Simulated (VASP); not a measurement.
**SiO2: single point with PBE**

The system is SiO2.

```
Si O
1.0
     0.00000    4.81477    7.48509
     2.40475    0.00000    7.48509
     2.40475    4.81477    0.00000
Si O
4 8
Direct
  0.56352 0.56352 0.93648
  0.31352 0.31352 0.68648
  0.68648 0.68648 0.31352
  0.93648 0.93648 0.56352
  0.62500 0.12500 0.62500
  0.62500 0.62500 0.12500
  0.62500 0.62500 0.62500
  0.12500 0.62500 0.62500
  0.18965 0.81035 0.18965
  0.81035 0.18965 0.81035
  0.43965 0.06035 0.43965
  0.06035 0.43965 0.06035
```

```yaml
Program: VASP 6.6.1
Task: single point
Functional: PBE
Potentials_or_basis: VASP PAW PBE potentials, release 64 (Si, O)
Cutoff: 520 eV
k_mesh: 6 × 6 × 6
Occupations: methfessel-paxton, width 0.02 eV
Spin: no spin polarisation
Dipole_correction: no
Further_INCAR_settings: ALGO = Normal; EDIFF = 1e-06; NBANDS = 44
```

```json
{"Pressure": "-3.3 GPa", "Largest force": "0.027 eV/Å", "Band gap on the k mesh": "5.40 eV"}
```

Forces in eV/Å, atoms in the order of the input:
```
Si   0.000  0.000  0.027
Si   0.000  0.000  0.027
Si   0.000  0.000 -0.027
Si   0.000  0.000 -0.027
O    0.000  0.000  0.000
O    0.000  0.000  0.000
O    0.000  0.000  0.000
O    0.000  0.000  0.000
O    0.000  0.002  0.000
O    0.000 -0.002  0.000
O    0.000  0.002  0.000
O    0.000 -0.002  0.000
```

Stress tensor (GPa, compression positive):
```
-3.23  0.00  0.00
 0.00 -3.42  0.00
 0.00  0.00 -3.29
```

Levels at points of the mesh, in eV from the valence-band top:
```tsv
k point	band 29	band 30	band 31	band 32	band 33	band 34	band 35	band 36
(0.00, 0.00, 0.00)	-0.67	-0.43	-0.07	0.00	5.40	7.98	8.17	8.22
(0.50, 0.00, 0.00)	-0.61	-0.57	-0.33	-0.27	7.62	8.31	8.42	9.19
(0.50, 0.50, 0.00)	-0.61	-0.61	-0.18	-0.18	6.53	6.53	8.54	8.54
(0.50, 0.00, 0.50)	-0.82	-0.82	-0.24	-0.24	7.52	7.52	9.32	9.32
(0.00, 0.50, 0.50)	-0.87	-0.87	-0.11	-0.11	7.71	7.71	8.78	8.78
```

Wall time 4.7 min on 1 thread of Intel(R) Xeon(R) 6975P-C (Granite Rapids), on a shared host, peak memory 0.55 GiB.

Caveat: the cell stands under tension. A k mesh can miss the band edges.
